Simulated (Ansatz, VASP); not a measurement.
**One calculation of RbCaBr3, two programs**

The input INCAR:

```
ALGO     = Normal         # electronic algorithm
EDIFF    = 1E-7           # SCF threshold, eV
ENCUT    = 520            # plane-wave cutoff, eV
GGA      = CA             # functional
ISIF     = 2              # what is computed and relaxed
ISMEAR   = 0              # smearing method
LASPH    = True           # aspherical terms in the spheres
LCHARG   = False          # write CHGCAR
LREAL    = False          # projectors in reciprocal space
LWAVE    = False          # write WAVECAR
NBANDS   = 28             # bands
NELM     = 80             # most SCF steps
PREC     = Accurate       # precision mode
SIGMA    = 0.05           # smearing width, eV
```

The input KPOINTS:

```
k-points
0
Gamma
  4 4 4
```

File POSCAR:

```
RbCaBr3
1.0
    5.7366900000      0.0501960375      0.0000000000
    0.0501960375      5.7366900000      0.0000000000
    0.0000000000      0.0000000000      5.7366900000
Rb Ca Br
1 1 3
Direct
    0.5000000000      0.5000000000      0.5000000000
    0.0000000000      0.0000000000      0.0000000000
    0.5000000000      0.0000000000      0.0000000000
    0.0000000000      0.5000000000      0.0000000000
    0.0000000000      0.0000000000      0.5000000000
```

Input for Ansatz:

```yaml
crystal:
  lattice:
    - [5.73669, 0.0501960375, 0.0]
    - [0.0501960375, 5.73669, 0.0]
    - [0.0, 0.0, 5.73669]
  atoms:
    - { symbol: Rb, position: [0.5, 0.5, 0.5] }
    - { symbol: Ca, position: [0.0, 0.0, 0.0] }
    - { symbol: Br, position: [0.5, 0.0, 0.0] }
    - { symbol: Br, position: [0.0, 0.5, 0.0] }
    - { symbol: Br, position: [0.0, 0.0, 0.5] }
basis:
  ecutwfc: 420
kpoints:
  mp_grid: { grid: [4, 4, 4] }
hamiltonian:
  xc: lda
scf:
  occupations: { method: gaussian, width: 0.05 }
output:
  forces: true
  stress: true
  eigenvalues: true
```

Change from the starting cell: strain +0.0175 x Voigt [0, 0, 0, 0, 0, 1], atoms carried along.

Alike in both runs: task single point; functional LDA; k mesh 4 × 4 × 4; occupations gaussian, width 0.05 eV; no spin polarisation.

|  | VASP | Ansatz |
| --- | --- | --- |
| version | VASP 6.6.1 | Ansatz 0.2.0 |
| potentials or method | VASP PAW LDA potentials, release 64 (Rb_sv, Ca_sv, Br), cutoff 520 eV | scalar-relativistic, plane waves, PAW |
| valence electrons in the cell | 40 | 40 |

```csv
,VASP,Ansatz,Ansatz less VASP
gap on the k mesh at the Fermi level (eV),3.68,3.67,-0.011
least direct gap on the mesh (eV),3.95,3.94,-0.010
pressure (GPa),-2.4,-2.4,-0.07
"traceless stress, the component that is largest in VASP (GPa)",-0.11,-0.11,-0.001
```

LDA's correlation is that of Perdew and Zunger in VASP and of Perdew and Wang (1992) in Ansatz.
